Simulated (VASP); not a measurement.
Here is a VASP 6.6.1 calculation.

The input INCAR:

```
PREC = Accurate ; ENCUT = 520
EDIFF = 1E-7 ; ISMEAR = 0
SIGMA = 0.1 ; LREAL = F
LASPH = T ; NELM = 100
ALGO = Fast ; ISIF = 2
LWAVE = F ; LCHARG = F
GGA = PS ; NBANDS = 12
```

The input KPOINTS:

```
Automatic mesh
0
Gamma
  18 18 6
```

The input POSCAR:

```
Mg
1.0
    2.7970824554      0.0000000000      0.0000000000
   -1.3985412277      2.4223444628      0.0000000000
    0.0000000000      0.0000000000      9.0750647067
Mg
4
Direct
    0.0000000000      0.0000000000      0.0000000000
    0.3333333333      0.6666666667      0.2500000000
    0.0000000000      0.0000000000      0.5000000000
    0.6666666667      0.3333333333      0.7500000000
```

Potentials or basis: VASP PAW PBE potentials, release 64 (Mg).

Run with:

```sh
$ cat potpaw_PBE.64/Mg/POTCAR > POTCAR
$ mpirun -np 1 vasp_std > vasp.out
```

Estimate the band gap on the k mesh.

zero (bands 4 and 5 overlap by 2.21 eV).

What does it give for the pressure?

30.5 GPa.

Caveat: the cell stands under pressure; the PAW data sets were made with another functional, which shifts forces and pressure a little.
